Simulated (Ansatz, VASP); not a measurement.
**CdTe in VASP and in Ansatz**

```xyz
2
Lattice="0.0000 3.2050 3.2050 3.2050 0.0000 3.2050 3.2050 3.2050 0.0000" Properties=species:S:1:pos:R:3 pbc="T T T"
Cd    0.0000    0.0000    0.0000
Te    1.6025    1.6025    1.6025
```

Alike in both runs: functional LDA; k mesh 8 × 8 × 8; no spin polarisation.

Ansatz relaxed the structure, and its values are those at the end. VASP's run is a single point on that final structure, the one shown.

|  | VASP | Ansatz |
| --- | --- | --- |
| version | VASP 6.6.1 | Ansatz 0.2.0 |
| potentials or method | VASP PAW LDA potentials, release 64 (Cd, Te) | scalar-relativistic, plane waves, PAW |
| plane-wave cutoff (eV) | 520 | 420 |
| occupations | gaussian, width 0.01 eV | fixed |
| valence electrons in the cell | 18 | 36 |

```csv
,VASP,Ansatz,Ansatz less VASP
gap on the k mesh at the Fermi level (eV),0.65,0.61,-0.042
least direct gap on the mesh (eV),0.65,0.61,-0.042
pressure (GPa),0.2,0.0,-0.27
```

LDA's correlation is that of Perdew and Zunger in VASP and of Perdew and Wang (1992) in Ansatz. VASP's potentials hold 18 valence electrons a cell and Ansatz's 36, so a difference there can come from the potentials and not from the codes.

Neither program's run includes spin-orbit coupling.
